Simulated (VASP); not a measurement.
# CuF3 (Pm-3m) in VASP: relaxation of the atoms with PBE+U

Aim: the relaxation of the atoms of CuF3 with PBE+U.

Everything below comes from runs of VASP 6.6.1. Logs are shortened: lines on timing, memory, paths and dates and some standing lists are left out, and cuts for length are marked.

**1. The cell of the first run**

It takes space group Pm-3m (No. 221, cubic). The conventional cell has a = 3.753 Å, b = 3.753 Å, c = 3.753 Å, α = 90.00°, β = 90.00°, γ = 90.00°. Within 2.5 Å of Cu (site symmetry m-3m) lie 6 F at 1.88 Å. F (site symmetry 4/mmm) has 2 Cu at 1.88 Å within 2.5 Å.

**2. Relaxation of the atoms, PBE+U, collinear spin**

INCAR

```
PREC = Accurate ; ENCUT = 520
EDIFF = 1E-7 ; ISMEAR = -1
SIGMA = 0.1 ; LREAL = F
LASPH = T ; NELM = 200
ALGO = Normal ; ISIF = 2
LWAVE = F ; LCHARG = F
ISPIN = 2 ; MAGMOM = 2 0 0 0
LORBIT = 11 ; LMAXMIX = 4
LDAU = T ; LDAUTYPE = 2
LDAUL = 2 -1 ; LDAUU = 4.96 0
LDAUJ = 0 0 ; LDAUPRINT = 1
GGA = PE ; IBRION = 2
NSW = 80 ; EDIFFG = -0.03
GGA_COMPAT = F ; NELMIN = 4
```

KPOINTS

```
Automatic mesh
0
Gamma
  6 6 6
```

POSCAR

```
CuF3
1.0
    3.7528730300      0.0000000000      0.0000000000
    0.0000000000      3.7528730300      0.0000000000
    0.0000000000      0.0000000000      3.7528730300
Cu F
1 3
Direct
    0.0000000000      0.0000000000      0.0000000000
    0.5000000000      0.0000000000      0.0000000000
    0.0000000000      0.5000000000      0.0000000000
    0.0000000000      0.0000000000      0.5000000000
```

Potentials or basis: VASP PAW PBE potentials, release 64 (Cu, F).

Run with:

```sh
> cat potpaw_PBE.64/Cu/POTCAR potpaw_PBE.64/F/POTCAR > POTCAR
> mpirun -np 1 vasp_std > vasp.out
```

OUTCAR:

```text
PREC = Accurate
   ENCUT = 520
   EDIFF = 1E-7
   ISMEAR = -1
   LREAL = F
   LASPH = T
   NELM = 200
   ISIF = 2
   ISPIN = 2
   LORBIT = 11
   GGA = PE
   IBRION = 2
   NSW = 80
   EDIFFG = -0.03
   NELMIN = 4

 ion  position               nearest neighbor table
   1  0.000  0.000  0.000-   2 1.88   3 1.88   4 1.88   4 1.88   3 1.88   2 1.88
   2  0.500  0.000  0.000-   1 1.88   1 1.88
   3  0.000  0.500  0.000-   1 1.88   1 1.88
   4  0.000  0.000  0.500-   1 1.88   1 1.88

  LATTYP: Found a simple cubic cell.
 ALAT       =     3.7528730300

  Lattice vectors:

 A1 = (   3.7528730300,   0.0000000000,   0.0000000000)
 A2 = (   0.0000000000,   3.7528730300,   0.0000000000)
 A3 = (   0.0000000000,   0.0000000000,   3.7528730300)

Analysis of symmetry for initial positions (statically):
=====================================================================
 Subroutine PRICEL returns:
 Original cell was already a primitive cell.

 Routine SETGRP: Setting up the symmetry group for a
 simple cubic supercell.

 Subroutine GETGRP returns: Found 48 space group operations
 (whereof 48 operations were pure point group operations)
 out of a pool of 48 trial point group operations.

The static configuration has the point symmetry O_h .

Analysis of symmetry for dynamics (positions and initial velocities):
=====================================================================
 Subroutine PRICEL returns:
 Original cell was already a primitive cell.

 Routine SETGRP: Setting up the symmetry group for a
 simple cubic supercell.

 Subroutine GETGRP returns: Found 48 space group operations
 (whereof 48 operations were pure point group operations)
 out of a pool of 48 trial point group operations.

The dynamic configuration has the point symmetry O_h .

Analysis of structural, dynamic, and magnetic symmetry:
=====================================================================
 Subroutine PRICEL returns:
 Original cell was already a primitive cell.

 Routine SETGRP: Setting up the symmetry group for a
 simple cubic supercell.

 Subroutine GETGRP returns: Found 48 space group operations
 (whereof 48 operations were pure point group operations)
 out of a pool of 48 trial point group operations.

The overall configuration has the point symmetry O_h .

 Subroutine INISYM returns: Found 48 space group operations
 (whereof 48 operations are pure point group operations),
 and found     1 'primitive' translations

----------------------------------------------------------------------------------------

                                     Primitive cell

  volume of cell :      52.8557

  direct lattice vectors                    reciprocal lattice vectors
     3.752873030  0.000000000  0.000000000     0.266462519  0.000000000  0.000000000
     0.000000000  3.752873030  0.000000000     0.000000000  0.266462519  0.000000000
     0.000000000  0.000000000  3.752873030     0.000000000  0.000000000  0.266462519

  length of vectors
     3.752873030  3.752873030  3.752873030     0.266462519  0.266462519  0.266462519

  position of ions in fractional coordinates (direct lattice)
     0.000000000  0.000000000  0.000000000
     0.500000000  0.000000000  0.000000000
     0.000000000  0.500000000  0.000000000
     0.000000000  0.000000000  0.500000000

  ion indices of the primitive-cell ions
   primitive index   ion index
                 1           1
                 2           2
                 3           3
                 4           4

----------------------------------------------------------------------------------------

 KPOINTS: Automatic mesh
[... 79 lines left out ...]
   EFERMI_NEDOS =   21; number of points for ismear=-14 and -15
   IALGO  =     38    algorithm
   IMIX   =      4    mixing-type and parameters
     AMIX     =   0.40;   BMIX     =  1.00
     AMIX_MAG =   1.60;   BMIX_MAG =  1.00
  volume/ion in A,a.u.               =      13.21        89.17
  Fermi-wavevector in a.u.,A,eV,Ry     =   1.384929  2.617137 26.096373  1.918029
  Thomas-Fermi vector in A             =   2.509387
   LORBIT       =     11    0 simple, 1 ext, 2 COOP (PROOUT), +10 PAW based schemes
 LDA+U is selected, type is set to LDAUTYPE =  2
   angular momentum for each species LDAUL =     2   -1
   U (eV)           for each species LDAUU =   5.0  0.0
   J (eV)           for each species LDAUJ =   0.0  0.0
   GGA     = PE    functional components
   LHFCALC =     F    Hartree Fock is set to
   AEXX    =    0.0000 exact exchange contribution
   IVDW    =     0    specifies the selected vdW correction
   LEPSILON=     F    determine dielectric tensor
   LRPA    =     F    only Hartree local field effects (RPA)
 conjugate gradient relaxation of ions
 spin polarized calculation
  energy-cutoff  :      520.00
  volume of cell :       52.86
 maximum number of plane-waves:      1452
 NGX is ok and might be reduce to    28
   NGX = 13   NGY = 13   NGZ = 13

atom =   1  type =  1  l = 2

 onsite density matrix

spin component  1

  0.9890 -0.0000  0.0000  0.0000 -0.0000
 -0.0000  0.9890 -0.0000  0.0000  0.0000
  0.0000 -0.0000  0.9870 -0.0000 -0.0000
  0.0000  0.0000 -0.0000  0.9890  0.0000
 -0.0000  0.0000 -0.0000  0.0000  0.9870

spin component  2

  0.9882 -0.0000 -0.0000  0.0000  0.0000
 -0.0000  0.9882  0.0000  0.0000 -0.0000
 -0.0000  0.0000  0.5207 -0.0000 -0.0000
  0.0000  0.0000 -0.0000  0.9882  0.0000
  0.0000 -0.0000 -0.0000  0.0000  0.5207

 occupancies and eigenvectors

  o =  0.5207  v =  0.0000  0.0000  0.0000  0.0000  0.0000  0.0000 -0.0000  0.9900 -0.0000  0.1407      0.0000  0.0000  0.0000  0.0000  0.0000  0.0000  0.0000  0.0000  0.0000  0.0000
  o =  0.5207  v =  0.0000  0.0000  0.0000  0.0000  0.0000  0.0000  0.0000  0.1407 -0.0000 -0.9900      0.0000  0.0000  0.0000  0.0000  0.0000  0.0000  0.0000  0.0000  0.0000  0.0000
  o =  0.9870  v =  0.0000 -0.0000 -0.1985  0.0000 -0.9801  0.0000  0.0000  0.0000  0.0000  0.0000      0.0000  0.0000  0.0000  0.0000  0.0000  0.0000  0.0000  0.0000  0.0000  0.0000
  o =  0.9870  v =  0.0000 -0.0000 -0.9801  0.0000  0.1985  0.0000  0.0000  0.0000  0.0000  0.0000      0.0000  0.0000  0.0000  0.0000  0.0000  0.0000  0.0000  0.0000  0.0000  0.0000
  o =  0.9882  v =  0.0000  0.0000  0.0000  0.0000  0.0000  1.0000  0.0000  0.0000  0.0000  0.0000      0.0000  0.0000  0.0000  0.0000  0.0000  0.0000  0.0000  0.0000  0.0000  0.0000
  o =  0.9882  v =  0.0000  0.0000  0.0000  0.0000  0.0000  0.0000  0.4678  0.0000  0.8838  0.0000      0.0000  0.0000  0.0000  0.0000  0.0000  0.0000  0.0000  0.0000  0.0000  0.0000
  o =  0.9882  v =  0.0000  0.0000  0.0000  0.0000  0.0000  0.0000  0.8838 -0.0000 -0.4678  0.0000      0.0000  0.0000  0.0000  0.0000  0.0000  0.0000  0.0000  0.0000  0.0000  0.0000
  o =  0.9890  v =  1.0000  0.0000  0.0000  0.0000  0.0000  0.0000  0.0000  0.0000  0.0000  0.0000      0.0000  0.0000  0.0000  0.0000  0.0000  0.0000  0.0000  0.0000  0.0000  0.0000
  o =  0.9890  v =  0.0000  0.1944 -0.0000  0.9809  0.0000  0.0000  0.0000  0.0000  0.0000  0.0000      0.0000  0.0000  0.0000  0.0000  0.0000  0.0000  0.0000  0.0000  0.0000  0.0000
  o =  0.9890  v =  0.0000 -0.9809  0.0000  0.1944 -0.0000  0.0000  0.0000  0.0000  0.0000  0.0000      0.0000  0.0000  0.0000  0.0000  0.0000  0.0000  0.0000  0.0000  0.0000  0.0000

 number of electron      31.9999961 magnetization       1.3976576

 Free energy of the ion-electron system (eV)
  ---------------------------------------------------
  ext. energy  EPLUGINS =         0.00000000
  ---------------------------------------------------
  free energy    TOTEN  =       -12.44313791 eV

  energy without entropy =      -12.37317702  energy(sigma->0) =      -12.40815747

 E-fermi :  -2.5094     XC(G=0):  -8.9673

 val. band max:       -2.5405608504   @ k =   0.3333   0.3333   0.0000
 cond. band min:      -2.5049083124   @ k =   0.5000   0.3333   0.0000
 fundamental gap:      0.0356525380
 Fermi energy:        -2.5093977160

 spin component 1

 k-point     1 :       0.0000    0.0000    0.0000
  band No.  band energies     occupation
      1     -24.0149      1.00000
      2     -23.1323      1.00000
      3     -23.1323      1.00000
      4      -7.2530      1.00000
      5      -7.2530      1.00000
      6      -7.1780      1.00000
[... 469 lines left out ...]
     20      11.6668      0.00000
     21      11.6668      0.00000
 Fermi energy:        -2.5093977160

 spin component 2

 k-point     1 :       0.0000    0.0000    0.0000
  band No.  band energies     occupation
      1     -23.7508      1.00000
      2     -22.7512      1.00000
      3     -22.7512      1.00000
      4      -6.5887      1.00000
      5      -6.5886      1.00000
      6      -6.5883      1.00000
[... 469 lines left out ...]
     20      11.7838      0.00000
     21      11.7838      0.00000

------------------------ aborting loop because EDIFF is reached ----------------------------------------

  FORCE on cell =-STRESS in cart. coord.  units (eV):
  Direction    XX          YY          ZZ          XY          YZ          ZX
  --------------------------------------------------------------------------------------
  -------------------------------------------------------------------------------------
  Total        1.1390572      1.1390572      1.1390572     -0.0000000      0.0000000     -0.0000000
  in kB       34.5274509     34.5274509     34.5274509     -0.0000000      0.0000000     -0.0000000
  external PRESSURE =      34.5274509 kB  Pullay stress =       0.0000000 kB

 VOLUME and BASIS-vectors are now :
 -----------------------------------------------------------------------------
  energy-cutoff  :      520.00
  volume of cell :       52.86
      direct lattice vectors                 reciprocal lattice vectors
     3.752873030  0.000000000  0.000000000     0.266462519  0.000000000  0.000000000
     0.000000000  3.752873030  0.000000000     0.000000000  0.266462519  0.000000000
     0.000000000  0.000000000  3.752873030     0.000000000  0.000000000  0.266462519

 POSITION                                       TOTAL-FORCE (eV/Angst)
 -----------------------------------------------------------------------------------
      0.00000      0.00000      0.00000         0.000000      0.000000      0.000000
      1.87644      0.00000      0.00000         0.000000      0.000000      0.000000
      0.00000      1.87644      0.00000         0.000000      0.000000      0.000000
      0.00000      0.00000      1.87644         0.000000      0.000000      0.000000
 -----------------------------------------------------------------------------------
    total drift:                               -0.000000      0.000000     -0.000000

  FREE ENERGIE OF THE ION-ELECTRON SYSTEM (eV)
  ---------------------------------------------------
  free  energy   TOTEN  =       -12.4431379058 eV

  energy  without entropy=      -12.3731770246  energy(sigma->0) =      -12.40815747

 reached required accuracy - stopping structural energy minimisation

 total charge

# of ion       s       p       d       tot
------------------------------------------
    1        0.342   0.476   8.926   9.744
    2        1.740   4.321   0.000   6.061
    3        1.740   4.321   0.000   6.061
    4        1.740   4.321   0.000   6.061
--------------------------------------------------
tot          5.561  13.438   8.926  27.926

 magnetization (x)

# of ion       s       p       d       tot
------------------------------------------
    1        0.009   0.019   0.935   0.962
    2        0.005   0.133   0.000   0.138
    3        0.005   0.133   0.000   0.138
    4        0.005   0.133   0.000   0.138
--------------------------------------------------
tot          0.023   0.419   0.935   1.377
```

Run time: 72 s. Hardware: 1 thread of Intel Xeon 8259CL, shared host; peak memory 0.19 GiB.

What came out:

```yaml
Free_energy: -12.4431 eV
Pressure_after_relaxing: 3.5 GPa
Net_moment: 1.40 μB per cell
Site_moments: Cu +0.96; F +0.14 μB
Valence_electrons_inside_the_program's_atomic_spheres: Cu 9.74; F 6.06
```

Final structure:
```cif
data_structure
_symmetry_space_group_name_H-M 'P 1'
_symmetry_Int_Tables_number 1
_cell_length_a 3.7529
_cell_length_b 3.7529
_cell_length_c 3.7529
_cell_angle_alpha 90.000
_cell_angle_beta 90.000
_cell_angle_gamma 90.000
_cell_volume 52.86
loop_
_atom_site_label
_atom_site_type_symbol
_atom_site_fract_x
_atom_site_fract_y
_atom_site_fract_z
_atom_site_occupancy
Cu1 Cu 0.00000 0.00000 0.00000 1
F1 F 0.50000 0.00000 0.00000 1
F2 F 0.00000 0.50000 0.00000 1
F3 F 0.00000 0.00000 0.50000 1
```

Levels at points of the mesh, in eV from the Fermi level:
Spin up:
| k point | band 14 | band 15 | band 16 | band 17 | band 18 | band 19 | band 20 | band 21 |
| --- | --- | --- | --- | --- | --- | --- | --- | --- |
| (0.00, 0.00, 0.00) | -1.05 | -1.01 | -1.01 | -1.01 | 7.37 | 12.15 | 17.53 | 17.53 |
| (0.50, 0.00, 0.00) | -1.02 | -1.02 | -0.87 | -0.87 | 10.42 | 11.21 | 15.65 | 18.23 |
| (0.50, 0.50, 0.00) | -0.85 | -0.85 | -0.31 | 0.41 | 12.85 | 12.98 | 13.46 | 13.46 |
| (0.50, 0.50, 0.50) | -0.30 | -0.30 | 0.42 | 0.42 | 12.65 | 14.18 | 14.18 | 14.18 |
Spin down:
```tsv
k point	band 11	band 12	band 13	band 14	band 15	band 16	band 17	band 18	band 19	band 20
(0.00, 0.00, 0.00)	-0.85	-0.85	-0.81	-0.81	-0.81	-0.69	-0.69	7.50	12.31	17.57
(0.50, 0.00, 0.00)	-1.02	-0.81	-0.81	-0.69	-0.64	-0.64	1.08	10.74	11.28	15.79
(0.50, 0.50, 0.00)	-1.42	-1.24	-0.62	-0.62	-0.13	0.05	2.73	12.89	13.39	13.55
(0.50, 0.50, 0.50)	-1.20	-1.20	-0.13	-0.13	-0.13	2.73	2.73	12.65	14.29	14.29
```

Eigenvalues of the final occupation matrices:
```tsv
site	spin	trace	eigenvalues
site 1 d	1	4.94	0.99 0.99 0.99 0.99 0.99
site 1 d	2	4.01	0.52 0.52 0.99 0.99 0.99
```

Caveat: the relaxation stopped at its first step, so nothing moved; a cell with one magnetic atom can't hold antiferromagnetic order, which such compounds often take.
